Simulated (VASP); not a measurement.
# SnO (Pmn2_1) in VASP: a series of runs

Aim: see how the results for SnO move with the level of theory and the settings. Levels: r2SCAN+rVV10, r2SCAN, PBE+D4. Tasks: single point, relaxation of cell and atoms.

Program: VASP 6.6.1. These are calculated values, not measurements. Logs are shortened: lines on timing, memory, paths and dates and some standing lists are left out, and cuts for length are marked.

### Step 1. The cell of the first run

It takes space group Pmn2_1 (No. 31, orthorhombic). Conventional cell: a = 3.303 Å, b = 5.758 Å, c = 4.001 Å, α = 90.00°, β = 90.00°, γ = 90.00°. Within 2.8 Å of Sn (site symmetry m) lie 3 O at 2.12 to 2.13 Å. Within 2.9 Å of O (site symmetry m) lie 3 Sn at 2.12 to 2.13 Å and 4 O at 2.87 Å.

### Step 2. Single point, r2SCAN+rVV10

The input, POSCAR:

```
SnO
1.0
    3.3031148357      0.0000000000      0.0000000000
    0.0000000000      5.7577048997      0.0000000000
    0.0000000000      0.0000000000      4.0008071511
Sn O
2 2
Direct
    0.0000000000      0.2294420330      0.5172649307
    0.5000000000      0.7705579670      0.0172649307
    0.0000000000      0.8935339453      0.7327360693
    0.5000000000      0.1064660547      0.2327360693
```

The input, INCAR.step1:

```
PREC = Accurate
ENCUT = 520
ISMEAR = -1
SIGMA = 0.02
LREAL = F
LASPH = T
NELM = 80
NBANDS = 28
GGA = PE
ALGO = Normal
EDIFF = 1E-4
LWAVE = T
LCHARG = F
```

The input, INCAR.step2:

```
PREC = Accurate
ENCUT = 520
EDIFF = 1E-6
ISMEAR = -1
SIGMA = 0.02
LREAL = F
LASPH = T
NELM = 80
ALGO = Normal
ISIF = 2
LWAVE = F
LCHARG = F
METAGGA = R2SCAN
LMIXTAU = T
LUSE_VDW = T
IVDW_NL = 2
BPARAM = 11.95
CPARAM = 0.0093
NBANDS = 28
ISTART = 1
```

The input, KPOINTS:

```
regular mesh
0
Gamma
  8 4 6
```

Potentials or basis: VASP PAW PBE potentials, release 64 (Sn_d, O).

Command:

```sh
> cat potpaw_PBE.64/Sn_d/POTCAR potpaw_PBE.64/O/POTCAR > POTCAR
> cp INCAR.step1 INCAR
> mpirun -np 1 vasp_std > vasp.out
> cp INCAR.step2 INCAR
> mpirun -np 1 vasp_std > vasp.out
```

OUTCAR:

```text
PREC = Accurate
   ENCUT = 520
   EDIFF = 1E-6
   ISMEAR = -1
   LREAL = F
   LASPH = T
   NELM = 80
   ISIF = 2
   METAGGA = R2SCAN
   IVDW_NL = 2
   BPARAM = 11.95
   ISTART = 1

 ion  position               nearest neighbor table
   1  0.000  0.229  0.517-   3 2.12   4 2.13   4 2.13   2 3.70   2 3.70   2 3.70   2 3.70
   2  0.500  0.771  0.017-   4 2.12   3 2.13   3 2.13   1 3.70   1 3.70   1 3.70   1 3.70
   3  0.000  0.894  0.733-   1 2.12   2 2.13   2 2.13
   4  0.500  0.106  0.233-   2 2.12   1 2.13   1 2.13

  LATTYP: Found a simple orthorhombic cell.
 ALAT       =     3.3031148357
 B/A-ratio  =     1.2112225430
 C/A-ratio  =     1.7431137536

  Lattice vectors:

 A1 = (  -3.3031148357,   0.0000000000,   0.0000000000)
 A2 = (   0.0000000000,   0.0000000000,   4.0008071511)
 A3 = (   0.0000000000,   5.7577048997,   0.0000000000)

Analysis of symmetry for initial positions (statically):
=====================================================================
 Subroutine PRICEL returns:
 Original cell was already a primitive cell.

 Routine SETGRP: Setting up the symmetry group for a
 simple orthorhombic supercell.

 Subroutine GETGRP returns: Found  4 space group operations
 (whereof  2 operations were pure point group operations)
 out of a pool of  8 trial point group operations.

The static configuration has the point symmetry C_1h.
 The point group associated with its full space group is C_2v.

Analysis of symmetry for dynamics (positions and initial velocities):
=====================================================================
 Subroutine PRICEL returns:
 Original cell was already a primitive cell.

 Routine SETGRP: Setting up the symmetry group for a
 simple orthorhombic supercell.

 Subroutine GETGRP returns: Found  4 space group operations
 (whereof  2 operations were pure point group operations)
 out of a pool of  8 trial point group operations.

The dynamic configuration has the point symmetry C_1h.
 The point group associated with its full space group is C_2v.

 Subroutine INISYM returns: Found  4 space group operations
 (whereof  2 operations are pure point group operations),
 and found     1 'primitive' translations

----------------------------------------------------------------------------------------

                                     Primitive cell

  volume of cell :      76.0888

  direct lattice vectors                    reciprocal lattice vectors
     3.303114836  0.000000000  0.000000000     0.302744546  0.000000000  0.000000000
     0.000000000  5.757704900  0.000000000     0.000000000  0.173680315  0.000000000
     0.000000000  0.000000000  4.000807151     0.000000000  0.000000000  0.249949563

  length of vectors
     3.303114836  5.757704900  4.000807151     0.302744546  0.173680315  0.249949563

  position of ions in fractional coordinates (direct lattice)
     0.000000000  0.229442033  0.517264931
     0.500000000  0.770557967  0.017264931
     0.000000000  0.893533945  0.732736069
     0.500000000  0.106466055  0.232736069

  ion indices of the primitive-cell ions
   primitive index   ion index
                 1           1
                 2           2
                 3           3
                 4           4

----------------------------------------------------------------------------------------

 KPOINTS: regular mesh

Automatic generation of k-mesh.
 Grid dimensions read from file:
 generate k-points for:    8    4    6

 Generating k-lattice:

  Cartesian coordinates                     Fractional coordinates (reciprocal lattice)
     0.037843068  0.000000000  0.000000000     0.125000000  0.000000000  0.000000000
     0.000000000  0.043420079  0.000000000     0.000000000  0.250000000  0.000000000
     0.000000000  0.000000000  0.041658261     0.000000000  0.000000000  0.166666667

  Length of vectors
     0.037843068  0.043420079  0.041658261

  Shift w.r.t. Gamma in fractional coordinates (k-lattice)
     0.000000000  0.000000000  0.000000000

 Subroutine IBZKPT returns following result:
 ===========================================

 Found     60 irreducible k-points:

 Following reciprocal coordinates:
            Coordinates               Weight
  0.000000  0.000000  0.000000      1.000000
  0.125000  0.000000  0.000000      2.000000
  0.250000  0.000000  0.000000      2.000000
  0.375000  0.000000  0.000000      2.000000
  0.500000  0.000000  0.000000      1.000000
  0.000000  0.250000  0.000000      2.000000
[... 16 lines left out ...]
  0.250000  0.250000  0.166667      8.000000
  0.375000  0.250000  0.166667      8.000000
 [... further k-points ...]
   k-points           NKPTS =     60   k-points in BZ     NKDIM =     60   number of bands    NBANDS=     28
   number of dos      NEDOS =    301   number of ions     NIONS =      4
   total plane-waves  NPLWV =  40320
   dimension x,y,z NGX =    28 NGY =   48 NGZ =   30
   dimension x,y,z NGXF=    56 NGYF=   96 NGZF=   60
   ions per type =               2   2
   NGX,Y,Z   is equivalent  to a cutoff of  14.09, 13.86, 12.47 a.u.
   NGXF,Y,Z  is equivalent  to a cutoff of  28.18, 27.72, 24.93 a.u.
 SYSTEM =  unknown system
   PREC   = accura    normal or accurate (medium, high low for compatibility)
   ISTART =      1    job   : 0-new  1-cont  2-samecut
   ICHARG =      0    charge: 1-file 2-atom 10-const
   ISPIN  =      1    spin polarized calculation?
   LNONCOLLINEAR =      F non collinear calculations
   LSORBIT =      F    spin-orbit coupling
   LASPH  =      T    aspherical Exc in radial PAW
   ENCUT  =  520.0 eV  38.22 Ry    6.18 a.u.   6.14 10.71  7.44*2*pi/ulx,y,z
   NELM   =     80;   NELMIN=  2; NELMDL=  0     # of ELM steps
   EDIFF  = 0.1E-05   stopping-criterion for ELM
   LREAL  =      F    real-space projection
   EDIFFG = 0.1E-04   stopping-criterion for IOM
   NSW    =      0    number of steps for IOM
   IBRION =     -1    ionic relax: 0-MD 1-quasi-New 2-CG
   NFREE  =      0    steps in history (QN), initial steepest desc. (CG)
   ISIF   =      2    stress and relaxation
   ISYM   =      2    0-nonsym 1-usesym 2-fastsym
   POTIM  = 0.5000    time-step for ionic-motion
   TEBEG  =    0.0;   TEEND  =   0.0 temperature during run
   PSTRESS=    0.0 pullay stress
   NELECT =      40.0000    total number of electrons
   NUPDOWN=      -1.0000    fix difference up-down
   EMIN   =  10.00;   EMAX   =-10.00  energy-range for DOS
   EFERMI =   0.00;   METHOD = LEGACY
   ISMEAR =    -1;   SIGMA  =   0.02  broadening in eV -4-tet -1-fermi 0-gaus
   EFERMI_NEDOS =   21; number of points for ismear=-14 and -15
   IALGO  =     38    algorithm
   IMIX   =      4    mixing-type and parameters
     AMIX     =   0.40;   BMIX     =  1.00
     AMIX_MAG =   1.60;   BMIX_MAG =  1.00
  volume/ion in A,a.u.               =      19.02       128.37
  Fermi-wavevector in a.u.,A,eV,Ry     =   1.321259  2.496817 23.752032  1.745725
  Thomas-Fermi vector in A             =   2.451026
   LORBIT       =      0    0 simple, 1 ext, 2 COOP (PROOUT), +10 PAW based schemes
   METAGGA = R2SCAN    functional components
   LHFCALC =     F    Hartree Fock is set to
   AEXX    =    0.0000 exact exchange contribution
   IVDW_NL    =     2    kernel type
   BPARAM     =11.9500
   IVDW    =     0    specifies the selected vdW correction
   LEPSILON=     F    determine dielectric tensor
   LRPA    =     F    only Hartree local field effects (RPA)
 non-spin polarized calculation
  energy-cutoff  :      520.00
  volume of cell :       76.09
 maximum number of plane-waves:      2088
 NGX is ok and might be reduce to    28
   NGX = 13   NGY = 21   NGZ = 15

 number of electron      40.0000010 magnetization

 Free energy of the ion-electron system (eV)
  ---------------------------------------------------
  ext. energy  EPLUGINS =         0.00000000
  ---------------------------------------------------
  free energy    TOTEN  =       -65.46164159 eV

  energy without entropy =      -65.46164159  energy(sigma->0) =      -65.46164159

 E-fermi :   5.6936     XC(G=0): -10.4834

 val. band max:        5.2363926456   @ k =   0.0000   0.0000   0.0000
 cond. band min:       6.9208651601   @ k =   0.3750   0.5000   0.0000
 fundamental gap:      1.6844725146
 Fermi energy:         5.6935890398

 k-point     1 :       0.0000    0.0000    0.0000
  band No.  band energies     occupation
      1     -16.8561      2.00000
      2     -16.3447      2.00000
      3     -16.2064      2.00000
      4     -16.1842      2.00000
      5     -16.1544      2.00000
      6     -16.1272      2.00000
[... 20 lines left out ...]
     27      14.8304      0.00000
     28      15.6124      0.00000

 k-point     2 :       0.1250    0.0000    0.0000
  band No.  band energies     occupation
      1     -16.8513      2.00000
      2     -16.3673      2.00000
      3     -16.2445      2.00000
      4     -16.1965      2.00000
      5     -16.1628      2.00000
      6     -16.1184      2.00000
[... 20 lines left out ...]
     27      14.9247      0.00000
     28      15.7317      0.00000

 k-point     3 :       0.2500    0.0000    0.0000
  band No.  band energies     occupation
      1     -16.8481      2.00000
      2     -16.5457      2.00000
      3     -16.2069      2.00000
      4     -16.1845      2.00000
      5     -16.1577      2.00000
      6     -16.1204      2.00000
[... 20 lines left out ...]
     27      14.6542      0.00000
     28      15.8424      0.00000

 k-point     4 :       0.3750    0.0000    0.0000
  band No.  band energies     occupation
      1     -16.8476      2.00000
      2     -16.7164      2.00000
      3     -16.1796      2.00000
      4     -16.1660      2.00000
      5     -16.1298      2.00000
      6     -16.1209      2.00000
[... 578 lines left out ...]
     27      15.6054      0.00000
     28      16.2797      0.00000

 k-point    23 :       0.2500    0.2500    0.1667
  band No.  band energies     occupation
      1     -16.8387      2.00000
      2     -16.5853      2.00000
      3     -16.2084      2.00000
      4     -16.1866      2.00000
      5     -16.1488      2.00000
      6     -16.1251      2.00000
[... 20 lines left out ...]
     27      15.5701      0.00000
     28      16.3446      0.00000

 k-point    24 :       0.3750    0.2500    0.1667
  band No.  band energies     occupation
      1     -16.8499      2.00000
      2     -16.7385      2.00000
      3     -16.1831      2.00000
      4     -16.1751      2.00000
      5     -16.1214      2.00000
      6     -16.1165      2.00000
[... 20 lines left out ...]
     27      15.0245      0.00000
     28      16.2500      0.00000

 [... further k-points ...]

------------------------ aborting loop because EDIFF is reached ----------------------------------------

  FORCE on cell =-STRESS in cart. coord.  units (eV):
  Direction    XX          YY          ZZ          XY          YZ          ZX
  --------------------------------------------------------------------------------------
  -------------------------------------------------------------------------------------
  Total        0.3318544      0.3039210      0.2026841      0.0000000      0.0000000      0.0000000
  in kB        6.9877525      6.3995662      4.2678539      0.0000000      0.0000000      0.0000000
  external PRESSURE =       5.8850575 kB  Pullay stress =       0.0000000 kB

 VOLUME and BASIS-vectors are now :
 -----------------------------------------------------------------------------
  energy-cutoff  :      520.00
  volume of cell :       76.09
      direct lattice vectors                 reciprocal lattice vectors
     3.303114836  0.000000000  0.000000000     0.302744546  0.000000000  0.000000000
     0.000000000  5.757704900  0.000000000     0.000000000  0.173680315  0.000000000
     0.000000000  0.000000000  4.000807151     0.000000000  0.000000000  0.249949563

 POSITION                                       TOTAL-FORCE (eV/Angst)
 -----------------------------------------------------------------------------------
      0.00000      1.32106      2.06948         0.000000      0.138876      0.050243
      1.65156      4.43665      0.06907         0.000000     -0.138876      0.050243
      0.00000      5.14470      2.93154         0.000000      0.001974     -0.050243
      1.65156      0.61300      0.93113         0.000000     -0.001974     -0.050243
 -----------------------------------------------------------------------------------
    total drift:                                0.000000      0.000000      0.003925

  FREE ENERGIE OF THE ION-ELECTRON SYSTEM (eV)
  ---------------------------------------------------
  free  energy   TOTEN  =       -65.4616415884 eV

  energy  without entropy=      -65.4616415884  energy(sigma->0) =      -65.46164159
```

Run time: 4.3 min. Hardware: 1 thread of AMD EPYC 9R45 (Zen 5), shared host; peak memory 0.4 GiB.

Results:

- Free energy: -65.4616 eV
- Pressure: 0.6 GPa
- Largest force: 0.148 eV/Å
- Band gap on the k mesh: 1.68 eV (least direct gap 2.38 eV)

Forces in eV/Å, atoms in the order of the input:
```
Sn   0.000  0.139  0.050
Sn   0.000 -0.139  0.050
O    0.000  0.002 -0.050
O    0.000 -0.002 -0.050
```

Stress tensor (GPa, compression positive):
```
0.70 0.00 0.00
0.00 0.64 0.00
0.00 0.00 0.43
```

Caveat: the PAW data sets were made with another functional, which shifts forces and pressure a little; spin-orbit coupling is left out, which moves the levels of the heavy elements.

[end of part 1 of 2]
